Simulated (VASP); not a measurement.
# K (Im-3m) in VASP: a series of runs

K is run at these levels: PBEsol, LDA; tasks: single point.

Everything below comes from runs of VASP 6.6.1. Logs are shortened: lines on timing, memory, paths and dates and some standing lists are left out, and cuts for length are marked.

## 1. The cell of the first run

The structure is cubic, space group Im-3m (No. 229). Conventional cell: a = 4.595 Å, b = 4.595 Å, c = 4.595 Å, α = 90.00°, β = 90.00°, γ = 90.00°. K (site symmetry m-3m) has 14 K at 3.98 to 4.59 Å within 5.2 Å.

## 2. Single point, PBEsol (48.50 Å³/atom)

INCAR

```
  ALGO = Normal
  EDIFF = 1E-6
  ENCUT = 520
  GGA = PS
  ISIF = 2
  ISMEAR = -1
  LASPH = T
  LCHARG = F
  LREAL = F
  LWAVE = F
  NBANDS = 10
  NELM = 100
  PREC = Accurate
  SIGMA = 0.05
```

KPOINTS

```
k-points
0
Gamma
  12 12 12
```

POSCAR

```
K
1.0
   -2.2973447619      2.2973447619      2.2973447619
    2.2973447619     -2.2973447619      2.2973447619
    2.2973447619      2.2973447619     -2.2973447619
K
1
Direct
    0.0000000000      0.0000000000      0.0000000000
```

Potentials or basis: VASP PAW PBE potentials, release 64 (K_sv).

Launch:

```
cat potpaw_PBE.64/K_sv/POTCAR > POTCAR
mpirun -np 1 vasp_std > vasp.out
```

OUTCAR:

```text
EDIFF = 1E-6
   ENCUT = 520
   GGA = PS
   ISIF = 2
   ISMEAR = -1
   LASPH = T
   LREAL = F
   NELM = 100
   PREC = Accurate

 ion  position               nearest neighbor table
   1  0.000  0.000  0.000-

  LATTYP: Found a body centered cubic cell.
 ALAT       =     4.5946895238

  Lattice vectors:

 A1 = (  -2.2973447619,   2.2973447619,   2.2973447619)
 A2 = (   2.2973447619,  -2.2973447619,   2.2973447619)
 A3 = (   2.2973447619,   2.2973447619,  -2.2973447619)

Analysis of symmetry for initial positions (statically):
=====================================================================
 Subroutine PRICEL returns:
 Original cell was already a primitive cell.

 Routine SETGRP: Setting up the symmetry group for a
 body centered cubic supercell.

 Subroutine GETGRP returns: Found 48 space group operations
 (whereof 48 operations were pure point group operations)
 out of a pool of 48 trial point group operations.

The static configuration has the point symmetry O_h .

Analysis of symmetry for dynamics (positions and initial velocities):
=====================================================================
 Subroutine PRICEL returns:
 Original cell was already a primitive cell.

 Routine SETGRP: Setting up the symmetry group for a
 body centered cubic supercell.

 Subroutine GETGRP returns: Found 48 space group operations
 (whereof 48 operations were pure point group operations)
 out of a pool of 48 trial point group operations.

The dynamic configuration has the point symmetry O_h .

 Subroutine INISYM returns: Found 48 space group operations
 (whereof 48 operations are pure point group operations),
 and found     1 'primitive' translations

----------------------------------------------------------------------------------------

                                     Primitive cell

  volume of cell :      48.4996

  direct lattice vectors                    reciprocal lattice vectors
    -2.297344762  2.297344762  2.297344762     0.000000000  0.217642562  0.217642562
     2.297344762 -2.297344762  2.297344762     0.217642562  0.000000000  0.217642562
     2.297344762  2.297344762 -2.297344762     0.217642562  0.217642562  0.000000000

  length of vectors
     3.979117850  3.979117850  3.979117850     0.307793063  0.307793063  0.307793063

  position of ions in fractional coordinates (direct lattice)
     0.000000000  0.000000000  0.000000000

  ion indices of the primitive-cell ions
   primitive index   ion index
                 1           1

----------------------------------------------------------------------------------------

 KPOINTS: k-points

Automatic generation of k-mesh.
 Grid dimensions read from file:
 generate k-points for:   12   12   12

 Generating k-lattice:

  Cartesian coordinates                     Fractional coordinates (reciprocal lattice)
     0.000000000  0.018136880  0.018136880     0.083333333  0.000000000  0.000000000
     0.018136880  0.000000000  0.018136880     0.000000000  0.083333333  0.000000000
     0.018136880  0.018136880  0.000000000     0.000000000  0.000000000  0.083333333

  Length of vectors
     0.025649422  0.025649422  0.025649422

  Shift w.r.t. Gamma in fractional coordinates (k-lattice)
     0.000000000  0.000000000  0.000000000

 Subroutine IBZKPT returns following result:
 ===========================================

 Found     72 irreducible k-points:

 Following reciprocal coordinates:
            Coordinates               Weight
  0.000000  0.000000  0.000000      1.000000
  0.083333  0.000000  0.000000     12.000000
  0.166667  0.000000  0.000000     12.000000
  0.250000  0.000000  0.000000     12.000000
  0.333333  0.000000  0.000000     12.000000
  0.416667  0.000000  0.000000     12.000000
[... 16 lines left out ...]
  0.333333  0.083333  0.083333     24.000000
  0.416667  0.083333  0.083333     12.000000
 [... further k-points ...]
   k-points           NKPTS =     72   k-points in BZ     NKDIM =     72   number of bands    NBANDS=     10
   number of dos      NEDOS =    301   number of ions     NIONS =      1
   total plane-waves  NPLWV =  27000
   dimension x,y,z NGX =    30 NGY =   30 NGZ =   30
   dimension x,y,z NGXF=    60 NGYF=   60 NGZF=   60
   ions per type =               1
   NGX,Y,Z   is equivalent  to a cutoff of  12.53, 12.53, 12.53 a.u.
   NGXF,Y,Z  is equivalent  to a cutoff of  25.07, 25.07, 25.07 a.u.
 SYSTEM =  unknown system
   PREC   = accura    normal or accurate (medium, high low for compatibility)
   ISTART =      0    job   : 0-new  1-cont  2-samecut
   ICHARG =      2    charge: 1-file 2-atom 10-const
   ISPIN  =      1    spin polarized calculation?
   LNONCOLLINEAR =      F non collinear calculations
   LSORBIT =      F    spin-orbit coupling
   LASPH  =      T    aspherical Exc in radial PAW
   ENCUT  =  520.0 eV  38.22 Ry    6.18 a.u.   7.40  7.40  7.40*2*pi/ulx,y,z
   NELM   =    100;   NELMIN=  2; NELMDL= -5     # of ELM steps
   EDIFF  = 0.1E-05   stopping-criterion for ELM
   LREAL  =      F    real-space projection
   EDIFFG = 0.1E-04   stopping-criterion for IOM
   NSW    =      0    number of steps for IOM
   IBRION =     -1    ionic relax: 0-MD 1-quasi-New 2-CG
   NFREE  =      0    steps in history (QN), initial steepest desc. (CG)
   ISIF   =      2    stress and relaxation
   ISYM   =      2    0-nonsym 1-usesym 2-fastsym
   POTIM  = 0.5000    time-step for ionic-motion
   TEBEG  =    0.0;   TEEND  =   0.0 temperature during run
   PSTRESS=    0.0 pullay stress
   NELECT =       9.0000    total number of electrons
   NUPDOWN=      -1.0000    fix difference up-down
   EMIN   =  10.00;   EMAX   =-10.00  energy-range for DOS
   EFERMI =   0.00;   METHOD = LEGACY
   ISMEAR =    -1;   SIGMA  =   0.05  broadening in eV -4-tet -1-fermi 0-gaus
   EFERMI_NEDOS =   21; number of points for ismear=-14 and -15
   IALGO  =     38    algorithm
   IMIX   =      4    mixing-type and parameters
     AMIX     =   0.40;   BMIX     =  1.00
     AMIX_MAG =   1.60;   BMIX_MAG =  1.00
  volume/ion in A,a.u.               =      48.50       327.29
  Fermi-wavevector in a.u.,A,eV,Ry     =   0.933776  1.764581 11.863438  0.871938
  Thomas-Fermi vector in A             =   2.060513
   LORBIT       =      0    0 simple, 1 ext, 2 COOP (PROOUT), +10 PAW based schemes
   GGA     = PS    functional components
   LHFCALC =     F    Hartree Fock is set to
   AEXX    =    0.0000 exact exchange contribution
   IVDW    =     0    specifies the selected vdW correction
   LEPSILON=     F    determine dielectric tensor
   LRPA    =     F    only Hartree local field effects (RPA)
 non-spin polarized calculation
  energy-cutoff  :      520.00
  volume of cell :       48.50
 maximum number of plane-waves:      1322
 NGX is ok and might be reduce to    30
   NGX = 15   NGY = 15   NGZ = 15

 number of electron       9.0000001 magnetization

 Free energy of the ion-electron system (eV)
  ---------------------------------------------------
  ext. energy  EPLUGINS =         0.00000000
  ---------------------------------------------------
  free energy    TOTEN  =        -0.98614347 eV

  energy without entropy =       -0.97934215  energy(sigma->0) =       -0.98274281

 E-fermi :   0.9590     XC(G=0):  -6.8544

 val. band max:        0.9540142780   @ k =   0.2500   0.2500   0.0000
 cond. band min:       1.0107110465   @ k =   0.3333   0.1667   0.0000
 fundamental gap:      0.0566967685
 Fermi energy:         0.9590363001

 k-point     1 :       0.0000    0.0000    0.0000
  band No.  band energies     occupation
      1     -30.9010      2.00000
      2     -14.3356      2.00000
      3     -14.3356      2.00000
      4     -14.3356      2.00000
      5      -1.8458      2.00000
      6       5.5658      0.00000
      7       5.5658      0.00000
      8       5.5658      0.00000
      9       6.8088      0.00000
     10       6.8088      0.00000

 k-point     2 :       0.0833    0.0000    0.0000
  band No.  band energies     occupation
      1     -30.8991      2.00000
      2     -14.3550      2.00000
      3     -14.3414      2.00000
      4     -14.3357      2.00000
      5      -1.7213      2.00000
      6       5.4239      0.00000
      7       5.4315      0.00000
      8       5.6789      0.00000
      9       6.6088      0.00000
     10       6.7878      0.00000

 k-point     3 :       0.1667    0.0000    0.0000
  band No.  band energies     occupation
      1     -30.8940      2.00000
      2     -14.4073      2.00000
      3     -14.3571      2.00000
      4     -14.3362      2.00000
      5      -1.3592      2.00000
      6       4.8878      0.00000
      7       5.0888      0.00000
      8       6.0135      0.00000
      9       6.4883      0.00000
     10       6.7641      0.00000

 k-point     4 :       0.2500    0.0000    0.0000
  band No.  band energies     occupation
      1     -30.8870      2.00000
      2     -14.4770      2.00000
      3     -14.3785      2.00000
      4     -14.3367      2.00000
      5      -0.7924      2.00000
      6       4.0965      0.00000
      7       4.7134      0.00000
      8       6.5562      0.00000
      9       6.6072      0.00000
     10       6.8109      0.00000
[... 222 lines left out ...]
 k-point    22 :       0.2500    0.0833    0.0833
  band No.  band energies     occupation
      1     -30.8788      2.00000
      2     -14.5466      2.00000
      3     -14.4019      2.00000
      4     -14.3533      2.00000
      5       0.1360      2.00000
      6       3.2995      0.00000
      7       4.0031      0.00000
      8       6.8865      0.00000
      9       7.1679      0.00000
     10       7.3459      0.00000

 k-point    23 :       0.3333    0.0833    0.0833
  band No.  band energies     occupation
      1     -30.8742      2.00000
      2     -14.5803      2.00000
      3     -14.4248      2.00000
      4     -14.3548      2.00000
      5       0.9203      1.36935
      6       2.5927      0.00000
      7       3.8270      0.00000
      8       6.8412      0.00000
      9       7.3869      0.00000
     10       7.9100      0.00000

 k-point    24 :       0.4167    0.0833    0.0833
  band No.  band energies     occupation
      1     -30.8726      2.00000
      2     -14.5922      2.00000
      3     -14.4335      2.00000
      4     -14.3553      2.00000
      5       1.5160      0.00003
      6       2.0431      0.00000
      7       3.7677      0.00000
      8       6.7592      0.00000
      9       7.5117      0.00000
     10       8.2237      0.00000

 [... further k-points ...]

------------------------ aborting loop because EDIFF is reached ----------------------------------------

  FORCE on cell =-STRESS in cart. coord.  units (eV):
  Direction    XX          YY          ZZ          XY          YZ          ZX
  --------------------------------------------------------------------------------------
  -------------------------------------------------------------------------------------
  Total        0.8686643      0.8686643      0.8686643     -0.0000000     -0.0000000      0.0000000
  in kB       28.6961772     28.6961772     28.6961772     -0.0000000     -0.0000000      0.0000000
  external PRESSURE =      28.6961772 kB  Pullay stress =       0.0000000 kB

 VOLUME and BASIS-vectors are now :
 -----------------------------------------------------------------------------
  energy-cutoff  :      520.00
  volume of cell :       48.50
      direct lattice vectors                 reciprocal lattice vectors
    -2.297344762  2.297344762  2.297344762     0.000000000  0.217642562  0.217642562
     2.297344762 -2.297344762  2.297344762     0.217642562  0.000000000  0.217642562
     2.297344762  2.297344762 -2.297344762     0.217642562  0.217642562  0.000000000

 POSITION                                       TOTAL-FORCE (eV/Angst)
 -----------------------------------------------------------------------------------
      0.00000      0.00000      0.00000        -0.000000      0.000000      0.000000
 -----------------------------------------------------------------------------------
    total drift:                               -0.000000     -0.000000      0.000000

  FREE ENERGIE OF THE ION-ELECTRON SYSTEM (eV)
  ---------------------------------------------------
  free  energy   TOTEN  =        -0.9861434711 eV

  energy  without entropy=       -0.9793421485  energy(sigma->0) =       -0.98274281
```

Run time: 46 s. Hardware: 1 thread of Intel Xeon 8259CL, shared host; peak memory 0.18 GiB.

Results:

| Property | Result |
| --- | --- |
| Free energy | -0.9861 eV |
| Pressure | 2.9 GPa |
| Band gap on the k mesh | zero (an odd number of electrons rules out a gap without spin polarisation) |

Caveat: the PAW data sets were made with another functional, which shifts forces and pressure a little.

## 3. Single point, LDA

INCAR

```
SYSTEM = K
ALGO = Normal
EDIFF = 1E-6
ENCUT = 520
ISIF = 2
ISMEAR = -1
LASPH = .True.
LCHARG = .False.
LREAL = .False.
LWAVE = .False.
NBANDS = 10
NELM = 80
PREC = Accurate
SIGMA = 0.05
```

KPOINTS

```
k-points
0
Gamma
  12 12 12
  0 0 0
```

POSCAR is that of step 2.

Potentials or basis: VASP PAW LDA potentials, release 64 (K_sv).

Launch:

```
cat potpaw_LDA.64/K_sv/POTCAR > POTCAR
mpirun -np 1 vasp_std > vasp.out
```

OUTCAR:

```text
SYSTEM = K
   EDIFF = 1E-6
   ENCUT = 520
   ISIF = 2
   ISMEAR = -1
   LASPH = .True.
   LREAL = .False.
   NELM = 80
   PREC = Accurate

 ion  position               nearest neighbor table
   1  0.000  0.000  0.000-

  LATTYP: Found a body centered cubic cell.
 ALAT       =     4.5946895238

  Lattice vectors:

 A1 = (  -2.2973447619,   2.2973447619,   2.2973447619)
 A2 = (   2.2973447619,  -2.2973447619,   2.2973447619)
[... 490 lines left out ...]
      9       7.2070      0.00000
     10       7.9203      0.00000

 [... further k-points ...]

------------------------ aborting loop because EDIFF is reached ----------------------------------------

  FORCE on cell =-STRESS in cart. coord.  units (eV):
  Direction    XX          YY          ZZ          XY          YZ          ZX
  --------------------------------------------------------------------------------------
  -------------------------------------------------------------------------------------
  Total        0.6427104      0.6427104      0.6427104      0.0000000     -0.0000000      0.0000000
  in kB       21.2318273     21.2318273     21.2318273      0.0000000     -0.0000000      0.0000000
  external PRESSURE =      21.2318273 kB  Pullay stress =       0.0000000 kB

 VOLUME and BASIS-vectors are now :
 -----------------------------------------------------------------------------
  energy-cutoff  :      520.00
  volume of cell :       48.50
      direct lattice vectors                 reciprocal lattice vectors
    -2.297344762  2.297344762  2.297344762     0.000000000  0.217642562  0.217642562
     2.297344762 -2.297344762  2.297344762     0.217642562  0.000000000  0.217642562
     2.297344762  2.297344762 -2.297344762     0.217642562  0.217642562  0.000000000

 POSITION                                       TOTAL-FORCE (eV/Angst)
 -----------------------------------------------------------------------------------
      0.00000      0.00000      0.00000         0.000000      0.000000      0.000000
 -----------------------------------------------------------------------------------
    total drift:                               -0.000000     -0.000000      0.000000

  FREE ENERGIE OF THE ION-ELECTRON SYSTEM (eV)
  ---------------------------------------------------
  free  energy   TOTEN  =        -1.0834468570 eV

  energy  without entropy=       -1.0765090681  energy(sigma->0) =       -1.07997796
```

stdout:

```text
POSCAR found type information on POSCAR K
 POSCAR found :  1 types and       1 ions
 scaLAPACK will be used
 LDA part: xc-table for (Slater(with rela. corr.)+CA(PZ))
 , standard interpolation
 POSCAR, INCAR and KPOINTS ok, starting setup
 FFT: planning ... GRIDC
 FFT: planning ... GRID_SOFT
 FFT: planning ... GRID
 WAVECAR not read
 entering main loop
```

Wall time 39 s (1 thread of Intel Xeon 8259CL, shared host); peak memory 0.16 GiB.

What came out:

| Quantity | Value |
| --- | --- |
| Free energy | -1.0834 eV |
| Pressure | 2.1 GPa |
| Band gap on the k mesh | zero (an odd number of electrons rules out a gap without spin polarisation) |

## 4. Single point, PBEsol (54.21 Å³/atom)

This run uses another cell than the first one, of 54.21 Å³/atom.

INCAR

```
ALGO = Normal
EDIFF = 1E-7
ENCUT = 520
GGA = PS
ISIF = 2
ISMEAR = -1
LASPH = T
LCHARG = T
LELF = T
LREAL = F
LVHAR = T
LWAVE = F
NBANDS = 10
NELM = 60
PREC = Accurate
SIGMA = 0.05
```

KPOINTS

```
k-points
0
Gamma
  12 12 12
```

POSCAR

```
K
1.0
   -2.3841179327      2.3841179327      2.3841179327
    2.3841179327     -2.3841179327      2.3841179327
    2.3841179327      2.3841179327     -2.3841179327
K
1
Direct
    0.0000000000      0.0000000000      0.0000000000
```

Potentials or basis: VASP PAW PBE potentials, release 64 (K_sv).

Launch:

```
cat potpaw_PBE.64/K_sv/POTCAR > POTCAR
mpirun -np 1 vasp_std > vasp.out
```

Run time: 39 s. Hardware: 1 thread of Intel Xeon 8259CL, shared host; peak memory 0.19 GiB.

It converged, with:

| Property | Result |
| --- | --- |
| Free energy | -1.0655 eV |
| Pressure | 1.6 GPa |
| Band gap on the k mesh | zero (an odd number of electrons rules out a gap without spin polarisation) |

Levels at points of the mesh, in eV from the Fermi level:
| k point | band 2 | band 3 | band 4 | band 5 | band 6 | band 7 |
| --- | --- | --- | --- | --- | --- | --- |
| (0.00, 0.00, 0.00) | -15.32 | -15.32 | -15.32 | -2.62 | 4.55 | 4.55 |
| (0.50, 0.00, 0.00) | -15.52 | -15.38 | -15.32 | 0.38 | 0.92 | 3.20 |
| (0.50, 0.50, 0.50) | -15.46 | -15.46 | -15.46 | 1.44 | 1.44 | 4.41 |

Caveat: the PAW data sets were made with another functional, which shifts forces and pressure a little.

## 5. The runs side by side

```tsv
level	potentials or basis	cell	gap on the mesh (eV)	pressure (GPa)
PBEsol	VASP PAW PBE potentials, release 64 (K_sv)	a = 3.979 Å, angles 109.5°, 1 atom	none	2.9
LDA	VASP PAW LDA potentials, release 64 (K_sv)	a = 3.979 Å, angles 109.5°, 1 atom	none	2.1
PBEsol	VASP PAW PBE potentials, release 64 (K_sv)	a = 4.129 Å, angles 109.5°, 1 atom	none	1.6
```

Alike in all rows: task single point; no spin polarisation; k mesh 12 × 12 × 12; cutoff (eV) 520; smearing fermi-dirac 0.05 eV.

Caveats: the PAW data sets were made with another functional, which shifts forces and pressure a little (at least some runs).

Absolute energies hang on the potentials; compare differences alone.
